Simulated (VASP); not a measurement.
Set up this calculation in VASP 6.6.1, as the native input.

```
Task                   : relaxation of cell and atoms
Functional             : PBE
Potentials or basis    : VASP PAW PBE potentials, release 64 (Zn, Ge_d, N)
Cutoff                 : 600 eV
k mesh                 : 18 × 18 × 6
Occupations            : gaussian, width 0.1 eV
Spin                   : no spin polarisation
Dipole correction      : no
Further INCAR settings : ALGO = Normal; EDIFF = 1e-06; IBRION = 2; EDIFFG = -0.01; NSW = 100; ISIF = 3
```

The structure of Zn2GeN lies in POSCAR:

```
Zn2GeN
1.0
    3.3096782996      0.0000000000      0.0000000000
   -1.6548391498      2.8662654858      0.0000000000
    0.0000000000      0.0000000000      7.3014374664
Zn Ge N
2 1 1
Direct
    0.0000000000      0.0000000000      0.7519917595
    0.0000000000      0.0000000000      0.2480082405
    0.6666666667      0.3333333333      0.5000000000
    0.0000000000      0.0000000000      0.0000000000
```

These files were run (other wordings do the same):

INCAR

```
SYSTEM = Zn2GeN
PREC = Accurate ; ENCUT = 600
EDIFF = 1E-6 ; ISMEAR = 0
SIGMA = 0.1 ; LREAL = .FALSE.
LASPH = .TRUE. ; NELM = 100
ALGO = Normal ; ISIF = 3
LWAVE = .FALSE. ; LCHARG = .FALSE.
GGA = PE ; IBRION = 2
NSW = 100 ; EDIFFG = -0.01
```

KPOINTS

```
regular mesh
0
G
  18 18 6
  0 0 0
```

Potentials or basis: VASP PAW PBE potentials, release 64 (Zn, Ge_d, N).

Run with:

```sh
$ cat potpaw_PBE.64/Zn/POTCAR potpaw_PBE.64/Ge_d/POTCAR potpaw_PBE.64/N/POTCAR > POTCAR
$ mpirun -np 1 vasp_std > vasp.out
```

It gave:

* Relaxed volume: 16.91 Å³/atom
* Relaxed cell: a = 3.239 Å, b = 3.239 Å, c = 7.444 Å, α = 90.00°, β = 90.00°, γ = 120.00°
* Space group after relaxing (to 0.05 Å): P-6m2 (No. 187)
* Energy gained by relaxing: 4.2 meV/atom
* Ionic steps: 12
* Pressure after relaxing: 0.0 GPa
* Largest force after relaxing: 0.003 eV/Å

Run time: 47 min on 1 thread of AMD EPYC 7R43 64-Core Processor (Zen 3), with other jobs on the host, peak memory 0.45 GiB.
